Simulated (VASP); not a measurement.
# Zr2Si2C (P-4m2) in VASP: further runs, part 2 of 2

VASP 6.6.1.

### 4 Single point, PBE

This run uses another cell than the first one, of the same volume but with other edges.

Input file INCAR:

```
SYSTEM = Zr2Si2C
ALGO = Fast
EDIFF = 1E-6
ENCUT = 520
GGA = PE
ISIF = 2
ISMEAR = 0
LASPH = .True.
LCHARG = .True.
LELF = .True.
LREAL = .False.
LVHAR = .True.
LWAVE = .False.
NBANDS = 26
NELM = 60
PREC = Accurate
SIGMA = 0.1
```

Input file KPOINTS:

```
k-points
0
Gamma
  10 10 8
  0 0 0
```

Input file POSCAR:

```
Zr2Si2C
1.0
    3.6786645326      0.0000000000      0.0000000000
    0.0000000000      3.6786645326      0.0000000000
    0.0000000000      0.0000000000      5.6384078729
Zr Si C
2 2 1
Direct
    0.0000000000      0.5000000000      0.8256011628
    0.5000000000      0.0000000000      0.1743988372
    0.0000000000      0.5000000000      0.3167321752
    0.5000000000      0.0000000000      0.6832678248
    0.0000000000      0.0000000000      0.5000000000
```

Potentials or basis: VASP PAW PBE potentials, release 64 (Zr_sv, Si, C).

The run is started by

```console
$ cat potpaw_PBE.64/Zr_sv/POTCAR potpaw_PBE.64/Si/POTCAR potpaw_PBE.64/C/POTCAR > POTCAR
$ mpirun -np 1 vasp_std > vasp.out
```

OUTCAR:

```text
SYSTEM = Zr2Si2C
   EDIFF = 1E-6
   ENCUT = 520
   GGA = PE
   ISIF = 2
   ISMEAR = 0
   LASPH = .True.
   LREAL = .False.
   NELM = 60
   PREC = Accurate

 ion  position               nearest neighbor table
   1  0.000  0.500  0.826-   5 2.60   5 2.60   4 2.72   4 2.72   4 2.72   4 2.72   3 2.77   3 2.87
                             2 3.26   2 3.26   2 3.26   2 3.26
   2  0.500  0.000  0.174-   5 2.60   5 2.60   3 2.72   3 2.72   3 2.72   3 2.72   4 2.77   4 2.87
                             1 3.26   1 3.26   1 3.26   1 3.26
   3  0.000  0.500  0.317-   5 2.11   5 2.11   2 2.72   2 2.72   2 2.72   2 2.72   1 2.77   1 2.87

   4  0.500  0.000  0.683-   5 2.11   5 2.11   1 2.72   1 2.72   1 2.72   1 2.72   2 2.77   2 2.87

   5  0.000  0.000  0.500-   3 2.11   4 2.11   3 2.11   4 2.11   1 2.60   1 2.60   2 2.60   2 2.60

  LATTYP: Found a simple tetragonal cell.
 ALAT       =     3.6786645326
 C/A-ratio  =     1.5327322790

  Lattice vectors:

 A1 = (   3.6786645326,   0.0000000000,   0.0000000000)
 A2 = (   0.0000000000,   3.6786645326,   0.0000000000)
 A3 = (   0.0000000000,   0.0000000000,   5.6384078729)

Analysis of symmetry for initial positions (statically):
=====================================================================
[... 185 lines left out ...]
 Fermi energy:        10.2126842064

 k-point     1 :       0.0000    0.0000    0.0000
  band No.  band energies     occupation
      1     -38.5494      2.00000
      2     -38.4701      2.00000
      3     -16.8552      2.00000
      4     -16.6546      2.00000
      5     -16.6546      2.00000
      6     -16.5629      2.00000
[... 685 lines left out ...]
     25      13.0933      0.00000
     26      13.6027      0.00000

 [... further k-points ...]

------------------------ aborting loop because EDIFF is reached ----------------------------------------

  FORCE on cell =-STRESS in cart. coord.  units (eV):
  Direction    XX          YY          ZZ          XY          YZ          ZX
  --------------------------------------------------------------------------------------
  -------------------------------------------------------------------------------------
  Total        0.0389197      0.0389197      0.0226573      0.0000000      0.0000000      0.0000000
  in kB        0.8172272      0.8172272      0.4757534      0.0000000      0.0000000      0.0000000
  external PRESSURE =       0.7034026 kB  Pullay stress =       0.0000000 kB

 VOLUME and BASIS-vectors are now :
 -----------------------------------------------------------------------------
  energy-cutoff  :      520.00
  volume of cell :       76.30
      direct lattice vectors                 reciprocal lattice vectors
     3.678664533  0.000000000  0.000000000     0.271837780  0.000000000  0.000000000
     0.000000000  3.678664533  0.000000000     0.000000000  0.271837780  0.000000000
     0.000000000  0.000000000  5.638407873     0.000000000  0.000000000  0.177355030

 POSITION                                       TOTAL-FORCE (eV/Angst)
 -----------------------------------------------------------------------------------
      0.00000      1.83933      4.65508        -0.000000      0.000000      0.000761
      1.83933      0.00000      0.98333        -0.000000      0.000000     -0.000761
      0.00000      1.83933      1.78587        -0.000000      0.000000      0.003642
      1.83933      0.00000      3.85254        -0.000000      0.000000     -0.003642
      0.00000      0.00000      2.81920         0.000000      0.000000      0.000000
 -----------------------------------------------------------------------------------
    total drift:                                0.000000     -0.000000      0.000000

  FREE ENERGIE OF THE ION-ELECTRON SYSTEM (eV)
  ---------------------------------------------------
  free  energy   TOTEN  =       -37.6447554198 eV

  energy  without entropy=      -37.6338900211  energy(sigma->0) =      -37.63932272
```

stdout:

```text
POSCAR found type information on POSCAR ZrSiC
 POSCAR found :  3 types and       5 ions
 scaLAPACK will be used
 LDA part: xc-table for (Slater+PW92), standard interpolation
 POSCAR, INCAR and KPOINTS ok, starting setup
 FFT: planning ... GRIDC
 FFT: planning ... GRID_SOFT
 FFT: planning ... GRID
 WAVECAR not read
 entering main loop
WARNING in EDDRMM: call to ZHEGV failed, returncode =   6  3     10
WARNING in EDDRMM: call to ZHEGV failed, returncode =   6  3     17
WARNING in EDDRMM: call to ZHEGV failed, returncode =   8  4      4
WARNING in EDDRMM: call to ZHEGV failed, returncode =   8  4     24
WARNING in EDDRMM: call to ZHEGV failed, returncode =   8  4     23
```

Wall time 5.5 min (1 thread of Oxide Virtual Turin-like, shared host); peak memory 0.28 GiB.

What came out:

- Free energy: -37.6448 eV
- Pressure: 0.1 GPa
- Largest force: 0.004 eV/Å
- Band gap on the k mesh: zero (bands 18 and 19 overlap by 1.19 eV)

Forces on the atoms (eV/Å):
```
Zr   0.000  0.000  0.001
Zr   0.000  0.000 -0.001
Si   0.000  0.000  0.004
Si   0.000  0.000 -0.004
C    0.000  0.000  0.000
```

### 5 Overview

```csv
task,cell,k mesh,cutoff (eV),smearing,gap on the mesh (eV),pressure (GPa)
relaxation of cell and atoms,"relaxed from a = 3.638, b = 3.638, c = 5.756 Å, 5 atoms, atomic positions A",10 × 10 × 8,600,gaussian 0.1 eV,none,0.0
single point,"a = 3.679, b = 3.679, c = 11.277 Å, 10 atoms, atomic positions B",6 × 6 × 2,520,gaussian 0.2 eV,none,0.0
single point,"a = 3.679, b = 3.679, c = 5.638 Å, 5 atoms, atomic positions C",10 × 10 × 8,520,gaussian 0.1 eV,none,0.1
```

Alike in all rows: level PBE; potentials or basis VASP PAW PBE potentials, release 64 (Zr_sv, Si, C); no spin polarisation.

Absolute energies hang on the potentials; compare differences alone.
